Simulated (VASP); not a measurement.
# BaHg (Pm-3m) in VASP: notebook

The runs below take BaHg through single point, with LDA.

Program: VASP 6.6.1. These are calculated values, not measurements. Logs are shortened: lines on timing, memory, paths and dates and some standing lists are left out, and cuts for length are marked.

## 1. The cell of the first run

It takes space group Pm-3m (No. 221, cubic). The conventional cell has a = 4.093 Å, b = 4.093 Å, c = 4.093 Å, α = 90.00°, β = 90.00°, γ = 90.00°. Ba (site symmetry m-3m) has 8 Hg at 3.55 Å and 6 Ba at 4.09 Å within 4.7 Å. Hg (site symmetry m-3m) has 8 Ba at 3.55 Å and 6 Hg at 4.09 Å within 4.7 Å.

## 2. Single point, LDA

Contents of INCAR:

```
SYSTEM = BaHg
ALGO = Normal
EDIFF = 1E-7
ENCUT = 520
GGA = CA
ISIF = 2
ISMEAR = -1
LASPH = .True.
LCHARG = .False.
LREAL = .False.
LWAVE = .False.
NBANDS = 18
NELM = 80
PREC = Accurate
SIGMA = 0.02
```

Contents of KPOINTS:

```
k-points
0
Gamma
  7 7 7
  0 0 0
```

Contents of POSCAR:

```
BaHg
1.0
    4.0934552477      0.0000000000      0.0000000000
    0.0000000000      4.0934552477      0.0000000000
    0.0000000000      0.0000000000      4.0934552477
Ba Hg
1 1
Direct
    0.0000000000      0.0000000000      0.0000000000
    0.5000000000      0.5000000000      0.5000000000
```

Potentials or basis: VASP PAW LDA potentials, release 64 (Ba_sv, Hg).

Started as:

```sh
$ cat potpaw_LDA.64/Ba_sv/POTCAR potpaw_LDA.64/Hg/POTCAR > POTCAR
$ mpirun -np 1 vasp_std > vasp.out
```

OUTCAR:

```text
SYSTEM = BaHg
   EDIFF = 1E-7
   ENCUT = 520
   GGA = CA
   ISIF = 2
   ISMEAR = -1
   LASPH = .True.
   LREAL = .False.
   NELM = 80
   PREC = Accurate

 ion  position               nearest neighbor table
   1  0.000  0.000  0.000-   2 3.55   2 3.55   2 3.55   2 3.55   2 3.55   2 3.55   2 3.55   2 3.55

   2  0.500  0.500  0.500-   1 3.55   1 3.55   1 3.55   1 3.55   1 3.55   1 3.55   1 3.55   1 3.55

  LATTYP: Found a simple cubic cell.
 ALAT       =     4.0934552477

  Lattice vectors:

 A1 = (   4.0934552477,   0.0000000000,   0.0000000000)
 A2 = (   0.0000000000,   4.0934552477,   0.0000000000)
 A3 = (   0.0000000000,   0.0000000000,   4.0934552477)

Analysis of symmetry for initial positions (statically):
=====================================================================
 Subroutine PRICEL returns:
 Original cell was already a primitive cell.

 Routine SETGRP: Setting up the symmetry group for a
 simple cubic supercell.

 Subroutine GETGRP returns: Found 48 space group operations
 (whereof 48 operations were pure point group operations)
 out of a pool of 48 trial point group operations.

The static configuration has the point symmetry O_h .

Analysis of symmetry for dynamics (positions and initial velocities):
=====================================================================
 Subroutine PRICEL returns:
 Original cell was already a primitive cell.

 Routine SETGRP: Setting up the symmetry group for a
 simple cubic supercell.

 Subroutine GETGRP returns: Found 48 space group operations
 (whereof 48 operations were pure point group operations)
 out of a pool of 48 trial point group operations.

The dynamic configuration has the point symmetry O_h .

 Subroutine INISYM returns: Found 48 space group operations
 (whereof 48 operations are pure point group operations),
 and found     1 'primitive' translations

----------------------------------------------------------------------------------------

                                     Primitive cell

  volume of cell :      68.5915

  direct lattice vectors                    reciprocal lattice vectors
     4.093455248  0.000000000  0.000000000     0.244292398  0.000000000  0.000000000
     0.000000000  4.093455248  0.000000000     0.000000000  0.244292398  0.000000000
     0.000000000  0.000000000  4.093455248     0.000000000  0.000000000  0.244292398

  length of vectors
     4.093455248  4.093455248  4.093455248     0.244292398  0.244292398  0.244292398

  position of ions in fractional coordinates (direct lattice)
     0.000000000  0.000000000  0.000000000
     0.500000000  0.500000000  0.500000000

  ion indices of the primitive-cell ions
   primitive index   ion index
                 1           1
                 2           2

----------------------------------------------------------------------------------------

 KPOINTS: k-points

Automatic generation of k-mesh.
 Grid dimensions read from file:
 generate k-points for:    7    7    7

 Generating k-lattice:

  Cartesian coordinates                     Fractional coordinates (reciprocal lattice)
     0.034898914  0.000000000  0.000000000     0.142857143  0.000000000  0.000000000
     0.000000000  0.034898914  0.000000000     0.000000000  0.142857143  0.000000000
     0.000000000  0.000000000  0.034898914     0.000000000  0.000000000  0.142857143

  Length of vectors
     0.034898914  0.034898914  0.034898914

  Shift w.r.t. Gamma in fractional coordinates (k-lattice)
     0.000000000  0.000000000  0.000000000

 Subroutine IBZKPT returns following result:
 ===========================================

 Found     20 irreducible k-points:

 Following reciprocal coordinates:
            Coordinates               Weight
  0.000000  0.000000  0.000000      1.000000
  0.142857  0.000000  0.000000      6.000000
  0.285714  0.000000  0.000000      6.000000
  0.428571  0.000000  0.000000      6.000000
  0.142857  0.142857  0.000000     12.000000
  0.285714  0.142857  0.000000     24.000000
[... 12 lines left out ...]
  0.428571  0.428571  0.285714     24.000000
  0.428571  0.428571  0.428571      8.000000
   k-points           NKPTS =     20   k-points in BZ     NKDIM =     20   number of bands    NBANDS=     18
   number of dos      NEDOS =    301   number of ions     NIONS =      2
   total plane-waves  NPLWV =  27000
   dimension x,y,z NGX =    30 NGY =   30 NGZ =   30
   dimension x,y,z NGXF=    60 NGYF=   60 NGZF=   60
   ions per type =               1   1
   NGX,Y,Z   is equivalent  to a cutoff of  12.18, 12.18, 12.18 a.u.
   NGXF,Y,Z  is equivalent  to a cutoff of  24.37, 24.37, 24.37 a.u.
 SYSTEM =  BaHg
   PREC   = accura    normal or accurate (medium, high low for compatibility)
   ISTART =      0    job   : 0-new  1-cont  2-samecut
   ICHARG =      2    charge: 1-file 2-atom 10-const
   ISPIN  =      1    spin polarized calculation?
   LNONCOLLINEAR =      F non collinear calculations
   LSORBIT =      F    spin-orbit coupling
   LASPH  =      T    aspherical Exc in radial PAW
   ENCUT  =  520.0 eV  38.22 Ry    6.18 a.u.   7.61  7.61  7.61*2*pi/ulx,y,z
   NELM   =     80;   NELMIN=  2; NELMDL= -5     # of ELM steps
   EDIFF  = 0.1E-06   stopping-criterion for ELM
   LREAL  =      F    real-space projection
   EDIFFG = 0.1E-05   stopping-criterion for IOM
   NSW    =      0    number of steps for IOM
   IBRION =     -1    ionic relax: 0-MD 1-quasi-New 2-CG
   NFREE  =      0    steps in history (QN), initial steepest desc. (CG)
   ISIF   =      2    stress and relaxation
   ISYM   =      2    0-nonsym 1-usesym 2-fastsym
   POTIM  = 0.5000    time-step for ionic-motion
   TEBEG  =    0.0;   TEEND  =   0.0 temperature during run
   PSTRESS=    0.0 pullay stress
   NELECT =      22.0000    total number of electrons
   NUPDOWN=      -1.0000    fix difference up-down
   EMIN   =  10.00;   EMAX   =-10.00  energy-range for DOS
   EFERMI =   0.00;   METHOD = LEGACY
   ISMEAR =    -1;   SIGMA  =   0.02  broadening in eV -4-tet -1-fermi 0-gaus
   EFERMI_NEDOS =   21; number of points for ismear=-14 and -15
   IALGO  =     38    algorithm
   IMIX   =      4    mixing-type and parameters
     AMIX     =   0.40;   BMIX     =  1.00
     AMIX_MAG =   1.60;   BMIX_MAG =  1.00
  volume/ion in A,a.u.               =      34.30       231.44
  Fermi-wavevector in a.u.,A,eV,Ry     =   1.120622  2.117668 17.086100  1.255793
  Thomas-Fermi vector in A             =   2.257269
   LORBIT       =      0    0 simple, 1 ext, 2 COOP (PROOUT), +10 PAW based schemes
   GGA     = CA    functional components
   LHFCALC =     F    Hartree Fock is set to
   AEXX    =    0.0000 exact exchange contribution
   IVDW    =     0    specifies the selected vdW correction
   LEPSILON=     F    determine dielectric tensor
   LRPA    =     F    only Hartree local field effects (RPA)
 non-spin polarized calculation
  energy-cutoff  :      520.00
  volume of cell :       68.59
 maximum number of plane-waves:      1861
   NGX = 15   NGY = 15   NGZ = 15

 number of electron      21.9999997 magnetization

 Free energy of the ion-electron system (eV)
  ---------------------------------------------------
  ext. energy  EPLUGINS =         0.00000000
  ---------------------------------------------------
  free energy    TOTEN  =        -4.37310936 eV

  energy without entropy =       -4.36938727  energy(sigma->0) =       -4.37124832

 E-fermi :   2.6141     XC(G=0):  -9.6201

 val. band max:        2.6138469054   @ k =   0.4286   0.4286   0.1429
 cond. band min:       2.7515885334   @ k =   0.2857   0.2857   0.2857
 fundamental gap:      0.1377416279
 Fermi energy:         2.6141419298

 k-point     1 :       0.0000    0.0000    0.0000
  band No.  band energies     occupation
      1     -25.5665      2.00000
      2     -10.5747      2.00000
      3     -10.5747      2.00000
      4     -10.5747      2.00000
      5      -4.6409      2.00000
      6      -4.6409      2.00000
[... 10 lines left out ...]
     17       7.7326      0.00000
     18       7.7326      0.00000

 k-point     2 :       0.1429    0.0000    0.0000
  band No.  band energies     occupation
      1     -25.5581      2.00000
      2     -10.7173      2.00000
      3     -10.5675      2.00000
      4     -10.5675      2.00000
      5      -4.6293      2.00000
      6      -4.5795      2.00000
[... 10 lines left out ...]
     17       8.7519      0.00000
     18       8.7519      0.00000

 k-point     3 :       0.2857    0.0000    0.0000
  band No.  band energies     occupation
      1     -25.5389      2.00000
      2     -11.0131      2.00000
      3     -10.5513      2.00000
      4     -10.5513      2.00000
      5      -4.6028      2.00000
      6      -4.4441      2.00000
[... 10 lines left out ...]
     17      10.1308      0.00000
     18      10.1308      0.00000

 k-point     4 :       0.4286    0.0000    0.0000
  band No.  band energies     occupation
      1     -25.5235      2.00000
      2     -11.2305      2.00000
      3     -10.5383      2.00000
      4     -10.5383      2.00000
      5      -4.5814      2.00000
      6      -4.3678      2.00000
[... 291 lines left out ...]
      4     -10.8503      2.00000
      5      -4.5243      2.00000
      6      -4.4412      2.00000
[... 10 lines left out ...]
     17       9.5608      0.00000
     18      11.2021      0.00000

 k-point    19 :       0.4286    0.4286    0.2857
  band No.  band energies     occupation
      1     -25.4589      2.00000
      2     -11.0408      2.00000
      3     -11.0368      2.00000
      4     -10.8307      2.00000
      5      -4.4885      2.00000
      6      -4.4264      2.00000
[... 10 lines left out ...]
     17       9.6345      0.00000
     18      10.9076      0.00000

 k-point    20 :       0.4286    0.4286    0.4286
  band No.  band energies     occupation
      1     -25.4448      2.00000
      2     -11.0193      2.00000
      3     -11.0193      2.00000
      4     -11.0180      2.00000
      5      -4.4226      2.00000
      6      -4.3821      2.00000
[... 10 lines left out ...]
     17      10.3470      0.00000
     18      10.3470      0.00000

------------------------ aborting loop because EDIFF is reached ----------------------------------------

  FORCE on cell =-STRESS in cart. coord.  units (eV):
  Direction    XX          YY          ZZ          XY          YZ          ZX
  --------------------------------------------------------------------------------------
  -------------------------------------------------------------------------------------
  Total       -0.4229637     -0.4229637     -0.4229637      0.0000000      0.0000000      0.0000000
  in kB       -9.8796948     -9.8796948     -9.8796948      0.0000000      0.0000000      0.0000000
  external PRESSURE =      -9.8796948 kB  Pullay stress =       0.0000000 kB

 VOLUME and BASIS-vectors are now :
 -----------------------------------------------------------------------------
  energy-cutoff  :      520.00
  volume of cell :       68.59
      direct lattice vectors                 reciprocal lattice vectors
     4.093455248  0.000000000  0.000000000     0.244292398  0.000000000  0.000000000
     0.000000000  4.093455248  0.000000000     0.000000000  0.244292398  0.000000000
     0.000000000  0.000000000  4.093455248     0.000000000  0.000000000  0.244292398

 POSITION                                       TOTAL-FORCE (eV/Angst)
 -----------------------------------------------------------------------------------
      0.00000      0.00000      0.00000         0.000000      0.000000      0.000000
      2.04673      2.04673      2.04673         0.000000      0.000000      0.000000
 -----------------------------------------------------------------------------------
    total drift:                                0.000000      0.000000      0.000000

  FREE ENERGIE OF THE ION-ELECTRON SYSTEM (eV)
  ---------------------------------------------------
  free  energy   TOTEN  =        -4.3731093620 eV

  energy  without entropy=       -4.3693872683  energy(sigma->0) =       -4.37124832
```

Wall time 25 s (1 thread of AMD EPYC 7R13, shared host); peak memory 0.13 GiB.

Results:

```
Free energy            : -4.3731 eV
Pressure               : -1.0 GPa
Band gap on the k mesh : zero (band 11 reaches 3.57 eV, above the bottom of band 12 at 1.51 eV)
```

Levels at points of the mesh, in eV from the Fermi level:
```csv
k point,band 7,band 8,band 9,band 10,band 11,band 12,band 13,band 14,band 15,band 16
"(0.00, 0.00, 0.00)",-7.00,-7.00,-7.00,-6.26,0.87,0.87,4.16,4.16,4.16,5.12
```

Caveat: spin-orbit coupling is left out, which moves the levels of the heavy elements.

## 3. Single point, LDA

This run uses another cell than the first one, of 35.03 Å³/atom, 1.021 times its volume.

Contents of INCAR:

```
PREC = Accurate
ENCUT = 520
EDIFF = 1E-7
ISMEAR = -1
SIGMA = 0.02
LREAL = False
LASPH = True
NELM = 100
ALGO = Normal
ISIF = 2
LWAVE = False
LCHARG = False
GGA = CA
NBANDS = 18
```

Contents of KPOINTS:

```
Automatic mesh
0
Gamma
  7 7 7
```

Contents of POSCAR:

```
BaHg
1.0
    4.1222833471      0.0000000000      0.0000000000
    0.0000000000      4.1222833471      0.0000000000
    0.0000000000      0.0000000000      4.1222833471
Ba Hg
1 1
Direct
    0.0000000000      0.0000000000      0.0000000000
    0.5000000000      0.5000000000      0.5000000000
```

Potentials or basis: VASP PAW LDA potentials, release 64 (Ba_sv, Hg).

Started as:

```sh
$ cat potpaw_LDA.64/Ba_sv/POTCAR potpaw_LDA.64/Hg/POTCAR > POTCAR
$ mpirun -np 1 vasp_std > vasp.out
```

It took 24 s on 1 thread of AMD EPYC 7R13, shared host; peak memory 0.14 GiB.

The run converged. Its results:

```yaml
Free_energy: -4.3618 eV
Pressure: -1.6 GPa
Band_gap_on_the_k_mesh: zero (band 11 reaches 3.45 eV, above the bottom of band 12 at 1.45 eV)
```

Levels at points of the mesh, in eV from the Fermi level:
```tsv
k point	band 8	band 9	band 10	band 11	band 12	band 13	band 14	band 15
(0.00, 0.00, 0.00)	-6.96	-6.96	-6.20	0.87	0.87	4.09	4.09	4.09
```

Caveat: spin-orbit coupling is left out, which moves the levels of the heavy elements.

## 4. Single point, LDA

This run uses another cell than the first one, of 35.76 Å³/atom, 1.043 times its volume.

Contents of INCAR:

```
SYSTEM = BaHg
PREC = Accurate ; ENCUT = 520
EDIFF = 1E-6 ; ISMEAR = -1
SIGMA = 0.02 ; LREAL = .FALSE.
LASPH = .TRUE. ; NELM = 100
ALGO = Normal ; ISIF = 2
LWAVE = .FALSE. ; LCHARG = .FALSE.
NBANDS = 18
```

Contents of KPOINTS:

```
Automatic mesh
0
G
  7 7 7
  0 0 0
```

Contents of POSCAR:

```
BaHg
1.0
    4.1507137858      0.0000000000      0.0000000000
    0.0000000000      4.1507137858      0.0000000000
    0.0000000000      0.0000000000      4.1507137858
Ba Hg
1 1
Direct
    0.0000000000      0.0000000000      0.0000000000
    0.5000000000      0.5000000000      0.5000000000
```

Started as:

```sh
$ cat potpaw_LDA.64/Ba_sv/POTCAR potpaw_LDA.64/Hg/POTCAR > POTCAR
$ mpirun -np 1 vasp_std > vasp.out
```

Wall time 25 s (1 thread of AMD EPYC 7R13, shared host); peak memory 0.14 GiB.

Results (log left out):

```yaml
Free_energy: -4.3455 eV
Pressure: -2.1 GPa
Band_gap_on_the_k_mesh: zero (band 11 reaches 3.33 eV, above the bottom of band 12 at 1.39 eV)
```

Levels at points of the mesh, in eV from the Fermi level:
```
           k point  band 9  band 10  band 11  band 12  band 13  band 14
(0.00, 0.00, 0.00)   -6.93    -6.13     0.88     0.88     4.02     4.02
```

Caveat: spin-orbit coupling is left out, which moves the levels of the heavy elements.

## 5. Single point, LDA

This run uses another cell than the first one, of 36.48 Å³/atom, 1.064 times its volume.

Contents of INCAR:

```
SYSTEM = BaHg
  ALGO = Normal
  EDIFF = 1E-7
  ENCUT = 520
  ISIF = 2
  ISMEAR = -1
  LASPH = .TRUE.
  LCHARG = .FALSE.
  LREAL = .FALSE.
  LWAVE = .FALSE.
  NBANDS = 18
  NELM = 80
  PREC = Accurate
  SIGMA = 0.02
```

Contents of KPOINTS:

```
k-points
0
G
  7 7 7
  0 0 0
```

Contents of POSCAR:

```
BaHg
1.0
    4.1787600000      0.0000000000      0.0000000000
    0.0000000000      4.1787600000      0.0000000000
    0.0000000000      0.0000000000      4.1787600000
Ba Hg
1 1
Direct
    0.0000000000      0.0000000000      0.0000000000
    0.5000000000      0.5000000000      0.5000000000
```

Started as:

```sh
$ cat potpaw_LDA.64/Ba_sv/POTCAR potpaw_LDA.64/Hg/POTCAR > POTCAR
$ mpirun -np 1 vasp_std > vasp.out
```

Run time: 23 s. Hardware: 1 thread of AMD EPYC 7R13, shared host; peak memory 0.14 GiB.

The run converged. Its results:

```
Free energy            : -4.3248 eV
Pressure               : -2.5 GPa
Band gap on the k mesh : zero (band 11 reaches 3.22 eV, above the bottom of band 12 at 1.33 eV)
```

Levels at points of the mesh, in eV from the Fermi level:
| k point | band 7 | band 8 | band 9 | band 10 | band 11 | band 12 | band 13 | band 14 | band 15 | band 16 |
| --- | --- | --- | --- | --- | --- | --- | --- | --- | --- | --- |
| (0.00, 0.00, 0.00) | -6.90 | -6.90 | -6.90 | -6.07 | 0.88 | 0.88 | 3.96 | 3.96 | 3.96 | 4.85 |

Caveat: spin-orbit coupling is left out, which moves the levels of the heavy elements.

(Continued in part 2 of 2.)
